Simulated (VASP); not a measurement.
Wanted: the native input for a VASP 6.6.1 run.

```yaml
Task: single point
Functional: PBE
Potentials_or_basis: VASP PAW PBE potentials, release 64 (K_sv, Br)
Cutoff: 520 eV
k_mesh: 6 × 6 × 6
Occupations: gaussian, width 0.02 eV
Spin: no spin polarisation
Dipole_correction: no
Further_INCAR_settings: ALGO = Normal; EDIFF = 1e-07; NBANDS = 15
```

The structure of KBr lies in POSCAR:

```
KBr
1.0
    4.0068244641      0.0354210512      0.0354210512
    0.0354210512      3.8855194941      0.0150013813
    0.0354210512      0.0150013813      3.8855194941
K Br
1 1
Direct
    0.0612076276      0.0061758956      0.0061758956
    0.4387923724      0.4938241044      0.4938241044
```

This cell differs from its parent crystal: strained and its atoms moved.

These files were run (other wordings do the same):

INCAR

```
SYSTEM = KBr
PREC     = Accurate       ! precision mode
ENCUT    = 520            ! plane-wave cutoff, eV
EDIFF    = 1E-7           ! SCF threshold, eV
ISMEAR   = 0              ! smearing method
SIGMA    = 0.02           ! smearing width, eV
LREAL    = .FALSE.        ! projectors in reciprocal space
LASPH    = .TRUE.         ! aspherical terms in the spheres
NELM     = 60             ! most SCF steps
ALGO     = Normal         ! electronic algorithm
ISIF     = 2              ! what is computed and relaxed
LWAVE    = .FALSE.        ! write WAVECAR
LCHARG   = .FALSE.        ! write CHGCAR
GGA      = PE             ! functional
NBANDS   = 15             ! bands
```

KPOINTS

```
Automatic mesh
0
G
  6 6 6
  0 0 0
```

Potentials or basis: VASP PAW PBE potentials, release 64 (K_sv, Br).

Launch:

```bash
$ cat potpaw_PBE.64/K_sv/POTCAR potpaw_PBE.64/Br/POTCAR > POTCAR
$ mpirun -np 1 vasp_std > vasp.out
```

Results of the run:

```yaml
Pressure: 3.3 GPa
Largest_force: 0.508 eV/Å
Band_gap_on_the_k_mesh: 4.24 eV, indirect (least direct gap 4.42 eV)
```

Caveat: the cell differs from its parent crystal (strained and its atoms moved).

Wall time 44 s on 1 thread of Intel(R) Xeon(R) Platinum 8259CL CPU @ 2.50GHz (Skylake/Cascade Lake) (shared host), peak memory 0.2 GiB.
